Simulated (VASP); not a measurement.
# Ga (Cmcm) in VASP: further runs

Runs on Ga. Level: LDA. Tasks: single point.

Everything below comes from runs of VASP 6.6.1. Logs are shortened: lines on timing, memory, paths and dates and some standing lists are left out, and cuts for length are marked.

### 1 The cell of the first run

Symmetry: Cmcm, No. 63, orthorhombic system. The conventional cell has a = 2.699 Å, b = 7.788 Å, c = 3.294 Å, α = 90.00°, β = 90.00°, γ = 90.00°. Ga (site symmetry m2m) has 10 Ga at 2.66 to 3.29 Å within 3.5 Å.

### 2 Single point, LDA

INCAR

```
ALGO = Fast ; EDIFF = 1E-6
ENCUT = 520 ; ISIF = 2
ISMEAR = 0 ; LASPH = True
LCHARG = False ; LREAL = False
LWAVE = False ; NBANDS = 20
NELM = 60 ; PREC = Accurate
SIGMA = 0.1
```

KPOINTS

```
k-points
0
Gamma
  16 16 14
```

POSCAR

```
Ga
1.0
    1.3494283346     -3.8941617471      0.0000000000
    1.3494283346      3.8941617471      0.0000000000
    0.0000000000      0.0000000000      3.2937486570
Ga
2
Direct
    0.8662689511      0.1337310489      0.2500000000
    0.1337310489      0.8662689511      0.7500000000
```

Potentials or basis: VASP PAW LDA potentials, release 64 (Ga_d).

Run with:

```sh
$ cat potpaw_LDA.64/Ga_d/POTCAR > POTCAR
$ mpirun -np 1 vasp_std > vasp.out
```

OUTCAR:

```text
EDIFF = 1E-6
   ENCUT = 520
   ISIF = 2
   ISMEAR = 0
   LASPH = True
   LREAL = False
   NELM = 60
   PREC = Accurate

 ion  position               nearest neighbor table
   1  0.866  0.134  0.250-   2 2.66   2 2.66   2 2.80   2 2.80   2 2.80   2 2.80
   2  0.134  0.866  0.750-   1 2.66   1 2.66   1 2.80   1 2.80   1 2.80   1 2.80

  LATTYP: Found a base centered orthorhombic cell.
 ALAT       =     2.6988566692
 B/A-ratio  =     2.8857862602
 C/A-ratio  =     1.2204237056

  Lattice vectors:

 A1 = (   1.3494283346,  -3.8941617471,   0.0000000000)
 A2 = (   1.3494283346,   3.8941617471,   0.0000000000)
 A3 = (   0.0000000000,   0.0000000000,   3.2937486570)

Analysis of symmetry for initial positions (statically):
=====================================================================
 Subroutine PRICEL returns:
 Original cell was already a primitive cell.

 Routine SETGRP: Setting up the symmetry group for a
 base centered orthorhombic supercell.

 Subroutine GETGRP returns: Found  8 space group operations
 (whereof  4 operations were pure point group operations)
 out of a pool of  8 trial point group operations.

The static configuration has the point symmetry C_2h.
 The point group associated with its full space group is D_2h.

Analysis of symmetry for dynamics (positions and initial velocities):
=====================================================================
 Subroutine PRICEL returns:
 Original cell was already a primitive cell.

 Routine SETGRP: Setting up the symmetry group for a
 base centered orthorhombic supercell.

 Subroutine GETGRP returns: Found  8 space group operations
 (whereof  4 operations were pure point group operations)
 out of a pool of  8 trial point group operations.

The dynamic configuration has the point symmetry C_2h.
 The point group associated with its full space group is D_2h.

 Subroutine INISYM returns: Found  8 space group operations
 (whereof  4 operations are pure point group operations),
 and found     1 'primitive' translations

----------------------------------------------------------------------------------------

                                     Primitive cell

  volume of cell :      34.6166

  direct lattice vectors                    reciprocal lattice vectors
     1.349428335 -3.894161747  0.000000000     0.370527272 -0.128397337  0.000000000
     1.349428335  3.894161747  0.000000000     0.370527272  0.128397337  0.000000000
[... 83 lines left out ...]
   ENCUT  =  520.0 eV  38.22 Ry    6.18 a.u.   7.66  7.66  6.12*2*pi/ulx,y,z
   NELM   =     60;   NELMIN=  2; NELMDL= -5     # of ELM steps
   EDIFF  = 0.1E-05   stopping-criterion for ELM
   LREAL  =      F    real-space projection
   EDIFFG = 0.1E-04   stopping-criterion for IOM
   NSW    =      0    number of steps for IOM
   IBRION =     -1    ionic relax: 0-MD 1-quasi-New 2-CG
   NFREE  =      0    steps in history (QN), initial steepest desc. (CG)
   ISIF   =      2    stress and relaxation
   ISYM   =      2    0-nonsym 1-usesym 2-fastsym
   POTIM  = 0.5000    time-step for ionic-motion
   TEBEG  =    0.0;   TEEND  =   0.0 temperature during run
   PSTRESS=    0.0 pullay stress
   NELECT =      26.0000    total number of electrons
   NUPDOWN=      -1.0000    fix difference up-down
   EMIN   =  10.00;   EMAX   =-10.00  energy-range for DOS
   EFERMI =   0.00;   METHOD = LEGACY
   ISMEAR =     0;   SIGMA  =   0.10  broadening in eV -4-tet -1-fermi 0-gaus
   EFERMI_NEDOS =   21; number of points for ismear=-14 and -15
   IALGO  =     68    algorithm
   IMIX   =      4    mixing-type and parameters
     AMIX     =   0.40;   BMIX     =  1.00
     AMIX_MAG =   1.60;   BMIX_MAG =  1.00
  volume/ion in A,a.u.               =      17.31       116.80
  Fermi-wavevector in a.u.,A,eV,Ry     =   1.488120  2.812138 30.130104  2.214500
  Thomas-Fermi vector in A             =   2.601194
   LORBIT       =      0    0 simple, 1 ext, 2 COOP (PROOUT), +10 PAW based schemes
   GGA     = CA    functional components
   LHFCALC =     F    Hartree Fock is set to
   AEXX    =    0.0000 exact exchange contribution
   IVDW    =     0    specifies the selected vdW correction
   LEPSILON=     F    determine dielectric tensor
   LRPA    =     F    only Hartree local field effects (RPA)
 non-spin polarized calculation
 RMM-DIIS sequential band-by-band and
 Gauss-broadening in eV      SIGMA  =   0.10
  energy-cutoff  :      520.00
  volume of cell :       34.62
 maximum number of plane-waves:       948
   NGX = 15   NGY = 15   NGZ = 13

 number of electron      26.0000002 magnetization

 Free energy of the ion-electron system (eV)
  ---------------------------------------------------
  ext. energy  EPLUGINS =         0.00000000
  ---------------------------------------------------
  free energy    TOTEN  =        -7.17237763 eV

  energy without entropy =       -7.16905509  energy(sigma->0) =       -7.17071636

 E-fermi :   6.1374     XC(G=0): -11.7257

 val. band max:        6.1366527873   @ k =   0.3125   0.2500   0.3571
 cond. band min:       6.1406655183   @ k =  -0.1250   0.1250   0.0714
 fundamental gap:      0.0040127310
 Fermi energy:         6.1374171765

 k-point     1 :       0.0000    0.0000    0.0000
  band No.  band energies     occupation
      1      -9.2868      2.00000
      2      -9.2860      2.00000
      3      -9.2255      2.00000
      4      -9.2255      2.00000
      5      -8.8941      2.00000
      6      -8.8934      2.00000
[... 541 lines left out ...]
     19      17.5302      0.00000
     20      19.2904      0.00000

 [... further k-points ...]

------------------------ aborting loop because EDIFF is reached ----------------------------------------

  FORCE on cell =-STRESS in cart. coord.  units (eV):
  Direction    XX          YY          ZZ          XY          YZ          ZX
  --------------------------------------------------------------------------------------
  -------------------------------------------------------------------------------------
  Total        0.0298903      0.0356571      0.0247210      0.0000000      0.0000000      0.0000000
  in kB        1.3834281      1.6503371      1.1441760      0.0000000      0.0000000      0.0000000
  external PRESSURE =       1.3926471 kB  Pullay stress =       0.0000000 kB

 VOLUME and BASIS-vectors are now :
 -----------------------------------------------------------------------------
  energy-cutoff  :      520.00
  volume of cell :       34.62
      direct lattice vectors                 reciprocal lattice vectors
     1.349428335 -3.894161747  0.000000000     0.370527272 -0.128397337  0.000000000
     1.349428335  3.894161747  0.000000000     0.370527272  0.128397337  0.000000000
     0.000000000  0.000000000  3.293748657     0.000000000  0.000000000  0.303605437

 POSITION                                       TOTAL-FORCE (eV/Angst)
 -----------------------------------------------------------------------------------
      1.34943     -2.85262      0.82344         0.000000      0.000816      0.000000
      1.34943      2.85262      2.47031         0.000000     -0.000816     -0.000000
 -----------------------------------------------------------------------------------
    total drift:                                0.000000     -0.000000      0.000000

  FREE ENERGIE OF THE ION-ELECTRON SYSTEM (eV)
  ---------------------------------------------------
  free  energy   TOTEN  =        -7.1723776289 eV

  energy  without entropy=       -7.1690550851  energy(sigma->0) =       -7.17071636
```

It took 8.5 min on 1 thread of Intel Xeon 8259CL, shared host; peak memory 0.4 GiB.

Results:

```
Free energy            : -7.1724 eV
Pressure               : 0.1 GPa
Band gap on the k mesh : zero (bands 13 and 14 overlap by 8.75 eV)
```

Levels at points of the mesh, in eV from the Fermi level:
| k point | band 11 | band 12 | band 13 | band 14 | band 15 | band 16 |
| --- | --- | --- | --- | --- | --- | --- |
| (0.00, 0.00, 0.00) | -11.86 | -2.16 | -1.40 | 1.24 | 5.30 | 10.00 |
| (0.50, 0.00, 0.00) | -6.25 | -5.42 | -1.48 | 0.23 | 5.97 | 6.78 |
| (0.50, 0.50, 0.00) | -9.68 | -8.89 | 3.65 | 4.60 | 5.84 | 6.13 |
| (0.00, 0.00, 0.50) | -8.30 | -8.30 | 1.71 | 1.71 | 2.76 | 2.76 |
| (0.50, 0.00, 0.50) | -2.97 | -2.97 | -1.86 | -1.86 | 2.07 | 2.07 |
| (0.50, 0.50, 0.50) | -6.34 | -6.34 | -4.74 | -4.74 | 11.37 | 11.37 |

### 3 Single point, LDA

INCAR

```
SYSTEM = Ga
PREC = Accurate
ENCUT = 520
EDIFF = 1E-6
ISMEAR = -1
SIGMA = 0.15
LREAL = .False.
LASPH = .True.
NELM = 100
ALGO = Fast
ISIF = 2
LWAVE = .False.
LCHARG = .False.
GGA = CA
NBANDS = 20
```

KPOINTS

```
Automatic mesh
0
Gamma
  16 16 14
  0 0 0
```

POSCAR

```
Ga
1.0
    1.3501914553     -3.9069783130      0.0000000000
    1.3501914553      3.9069783130      0.0000000000
    0.0000000000      0.0000000000      3.2869677090
Ga
2
Direct
    0.8663570317      0.1336429683      0.2500000000
    0.1336429683      0.8663570317      0.7500000000
```

Potentials or basis: VASP PAW LDA potentials, release 64 (Ga_d).

Run with:

```sh
$ cat potpaw_LDA.64/Ga_d/POTCAR > POTCAR
$ mpirun -np 1 vasp_std > vasp.out
```

Wall time 12 min (1 thread of AMD EPYC 7R13, shared host); peak memory 0.37 GiB.

Results (log left out):

```yaml
Free_energy: -7.1946 eV
Pressure: 0.1 GPa
Band_gap_on_the_k_mesh: zero (bands 13 and 14 overlap by 8.79 eV)
```

Levels at points of the mesh, in eV from the Fermi level:
| k point | band 11 | band 12 | band 13 | band 14 | band 15 | band 16 |
| --- | --- | --- | --- | --- | --- | --- |
| (0.00, 0.00, 0.00) | -11.81 | -2.16 | -1.42 | 1.34 | 5.39 | 10.01 |
| (0.50, 0.00, 0.00) | -6.22 | -5.38 | -1.47 | 0.23 | 6.06 | 6.79 |
| (0.50, 0.50, 0.00) | -9.65 | -8.86 | 3.74 | 4.67 | 5.92 | 6.20 |
| (0.00, 0.00, 0.50) | -8.24 | -8.24 | 1.71 | 1.71 | 2.74 | 2.74 |
| (0.50, 0.00, 0.50) | -2.93 | -2.93 | -1.81 | -1.81 | 2.09 | 2.09 |
| (0.50, 0.50, 0.50) | -6.29 | -6.29 | -4.70 | -4.70 | 11.41 | 11.41 |

### 4 Single point, LDA (17.69 Å³/atom)

This run uses another cell than the first one, of 17.69 Å³/atom.

INCAR

```
SYSTEM = Ga
PREC = Accurate ; ENCUT = 520
EDIFF = 1E-6 ; ISMEAR = -1
SIGMA = 0.15 ; LREAL = .FALSE.
LASPH = .TRUE. ; NELM = 60
ALGO = Fast ; ISIF = 2
LWAVE = .FALSE. ; LCHARG = .FALSE.
GGA = CA ; NBANDS = 20
```

KPOINTS

```
regular mesh
0
G
  16 16 14
  0 0 0
```

POSCAR

```
Ga
1.0
    1.3590764886     -3.9284028059      0.0000000000
    1.3590764886      3.9284028059      0.0000000000
    0.0000000000      0.0000000000      3.3126233070
Ga
2
Direct
    0.8662791177      0.1337208823      0.2500000000
    0.1337208823      0.8662791177      0.7500000000
```

Run with:

```sh
$ cat potpaw_LDA.64/Ga_d/POTCAR > POTCAR
$ mpirun -np 1 vasp_std > vasp.out
```

Wall time 11 min (1 thread of AMD EPYC 7R13, shared host); peak memory 0.38 GiB.

The run converged. Its results:

* Free energy: -7.1926 eV
* Pressure: -1.1 GPa
* Band gap on the k mesh: zero (bands 13 and 14 overlap by 8.61 eV)

Levels at points of the mesh, in eV from the Fermi level:
| k point | band 10 | band 11 | band 12 | band 13 | band 14 | band 15 | band 16 | band 17 |
| --- | --- | --- | --- | --- | --- | --- | --- | --- |
| (0.00, 0.00, 0.00) | -14.76 | -11.64 | -2.08 | -1.46 | 1.31 | 5.33 | 9.87 | 10.40 |
| (0.50, 0.00, 0.00) | -14.78 | -6.16 | -5.29 | -1.41 | 0.21 | 5.94 | 6.68 | 8.53 |
| (0.50, 0.50, 0.00) | -14.83 | -9.51 | -8.73 | 3.67 | 4.60 | 5.79 | 6.07 | 7.73 |
| (0.00, 0.00, 0.50) | -14.83 | -8.14 | -8.14 | 1.72 | 1.72 | 2.72 | 2.72 | 12.05 |
| (0.50, 0.00, 0.50) | -14.78 | -2.91 | -2.91 | -1.80 | -1.80 | 2.09 | 2.09 | 4.66 |
| (0.50, 0.50, 0.50) | -14.91 | -6.25 | -6.25 | -4.59 | -4.59 | 11.23 | 11.23 | 12.38 |

### 5 The runs side by side

| cell | smearing | gap on the mesh (eV) | pressure (GPa) |
| --- | --- | --- | --- |
| a = 4.121, b = 4.121, c = 3.294 Å, angles 90.0, 90.0, 141.8°, 2 atoms | gaussian 0.1 eV | none | 0.1 |
| a = 4.134, b = 4.134, c = 3.287 Å, angles 90.0, 90.0, 141.9°, 2 atoms | fermi-dirac 0.15 eV | none | 0.1 |
| a = 4.157, b = 4.157, c = 3.313 Å, angles 90.0, 90.0, 141.8°, 2 atoms | fermi-dirac 0.15 eV | none | -1.1 |

Alike in all rows: task single point; level LDA; potentials or basis VASP PAW LDA potentials, release 64 (Ga_d); no spin polarisation; k mesh 16 × 16 × 14; cutoff (eV) 520.

Absolute energies hang on the potentials; compare differences alone.
